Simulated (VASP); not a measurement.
Wanted: the native input for a VASP 6.6.1 run.

| Quantity | Value |
| --- | --- |
| Task | single point |
| Functional | PBE exchange alone |
| Potentials or basis | VASP PAW PBE potentials, release 64 (Ir) |
| Cutoff | 520 eV |
| k mesh | 12 × 12 × 12 |
| Occupations | tetrahedron |
| Spin | no spin polarisation |
| Dipole correction | no |
| Further INCAR settings | ALGO = Normal; EDIFF = 1e-07; NBANDS = 10 |

The structure of Ir lies in POSCAR:

```
Ir
1.0
    0.0000000000      1.8764951499      1.8764951499
    1.8764951499      0.0000000000      1.8764951499
    1.8764951499      1.8764951499      0.0000000000
Ir
1
Direct
    0.0000000000      0.0000000000      0.0000000000
```

One way to write it, as run:

INCAR

```
SYSTEM = Ir
PREC = Accurate
ENCUT = 520
EDIFF = 1E-7
ISMEAR = -5
SIGMA = 0.05
LREAL = .FALSE.
LASPH = .TRUE.
NELM = 80
ALGO = Normal
ISIF = 2
LWAVE = .FALSE.
LCHARG = .FALSE.
GGA = PE
ALDAC = 0.0
AGGAC = 0.0
NBANDS = 10
```

KPOINTS

```
regular mesh
0
G
  12 12 12
  0 0 0
```

Potentials or basis: VASP PAW PBE potentials, release 64 (Ir).

Launch:

```sh
$ cat potpaw_PBE.64/Ir/POTCAR > POTCAR
$ mpirun -np 1 vasp_std > vasp.out
```

It gave:

```yaml
Pressure: 83.2 GPa
Band_gap_on_the_k_mesh: zero (an odd number of electrons rules out a gap without spin polarisation)
```

Caveat: the cell stands under pressure; spin-orbit coupling is left out, which moves the levels of the heavy elements; tetrahedron occupations give inexact forces and stress in metals.

Run time: 9.7 s on 1 thread of Intel Xeon 8259CL, on a shared host, peak memory 0.14 GiB.
